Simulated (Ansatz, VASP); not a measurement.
Ag: VASP beside Ansatz

```xyz
2
Lattice="2.9701 0.0000 0.0000 -1.4851 2.5722 0.0000 0.0000 0.0000 4.6614" Properties=species:S:1:pos:R:3 pbc="T T T"
Ag    0.0000    1.7148    1.1653
Ag    1.4851    0.8574    3.4960
```

Alike in both runs: task single point; functional LDA; k mesh 21 × 21 × 12; occupations gaussian, width 0.15 eV; no spin polarisation.

|  | VASP | Ansatz |
| --- | --- | --- |
| version | VASP 6.6.1 | Ansatz 0.2.0 |
| potentials or method | VASP PAW LDA potentials, release 64 (Ag), cutoff 520 eV | scalar-relativistic, plane waves, PAW |
| valence electrons in the cell | 22 | 38 |

VASP gave:

```
gap on the k mesh at the Fermi level (eV)                     : none
pressure (GPa)                                                : -10.3
traceless stress, the component that is largest in VASP (GPa) : 2.02
```

Question: What did Ansatz give for the same quantities?

Answer: gap on the k mesh at the Fermi level (eV): none; pressure (GPa): -10.4; traceless stress, the component that is largest in VASP (GPa): 2.02.

LDA's correlation is that of Perdew and Zunger in VASP and of Perdew and Wang (1992) in Ansatz. A gap of «none» marks a metal or a gap that the smearing closes. VASP's potentials hold 22 valence electrons a cell and Ansatz's 38, so a difference there can come from the potentials and not from the codes.
